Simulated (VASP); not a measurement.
MgS: relaxation of cell and atoms with LDA

Crystal: MgS.

```xyz
2
Lattice="0.0000 2.8331 2.8331 2.8331 0.0000 2.8331 2.8331 2.8331 0.0000" Properties=species:S:1:pos:R:3 pbc="T T T"
Mg    0.0000    0.0000    0.0000
S     4.2497    4.2497    4.2497
```

| Quantity | Value |
| --- | --- |
| Program | VASP 6.6.1 |
| Task | relaxation of cell and atoms |
| Functional | LDA |
| Potentials or basis | VASP PAW LDA potentials, release 64 (Mg, S) |
| Cutoff | 600 eV |
| k mesh | 6 × 6 × 6 |
| Occupations | gaussian, width 0.01 eV |
| Spin | no spin polarisation |
| Dipole correction | no |
| Further INCAR settings | ALGO = Normal; EDIFF = 1e-06; IBRION = 2; EDIFFG = -0.03; NSW = 80; ISIF = 3 |

```yaml
Relaxed_volume: 21.77 Å³/atom
Relaxed_cell: a = 3.949 Å, b = 3.949 Å, c = 3.949 Å, α = 60.00°, β = 60.00°, γ = 60.00°
Space_group_after_relaxing_to_0.05_Å: F-43m (No. 216)
Energy_gained_by_relaxing: 7.8 meV/atom
Ionic_steps: 3
Pressure_after_relaxing: 0.0 GPa
Band_gap_on_the_k_mesh: 3.40 eV, direct
```

Step by step:
| step | energy change (eV) | largest force (eV/Å) | pressure (GPa) | volume (Å³) |
| --- | --- | --- | --- | --- |
| 1 | 0.0000 | 0.0000 | -2.50 | 45.48 |
| 2 | -0.0151 | 0.0000 | 0.54 | 43.18 |
| 3 | -0.0157 | 0.0000 | 0.00 | 43.54 |

Final structure:
```yaml
crystal:
  lattice:
    - [0.00000, 2.79231, 2.79231]
    - [2.79231, 0.00000, 2.79231]
    - [2.79231, 2.79231, 0.00000]
  atoms:
    - { symbol: Mg, position: [0.00000, 0.00000, 0.00000] }
    - { symbol: S, position: [0.75000, 0.75000, 0.75000] }
```

Levels at points of the mesh, in eV from the valence-band top:
```csv
k point,band 1,band 2,band 3,band 4,band 5,band 6,band 7,band 8
"(0.00, 0.00, 0.00)",-11.38,0.00,0.00,0.00,3.40,7.87,7.87,7.87
"(0.50, 0.00, 0.00)",-10.61,-3.36,-0.35,-0.35,5.02,7.52,7.52,8.57
"(0.50, 0.50, 0.00)",-10.36,-3.00,-1.11,-1.11,3.62,5.48,11.29,12.34
```

Wall time 11 s on 1 thread of Intel Xeon 6975P-C (shared host), peak memory 0.16 GiB.

A k mesh can miss the band edges. A hybrid or GW would open this gap; LDA tends to underestimate it.
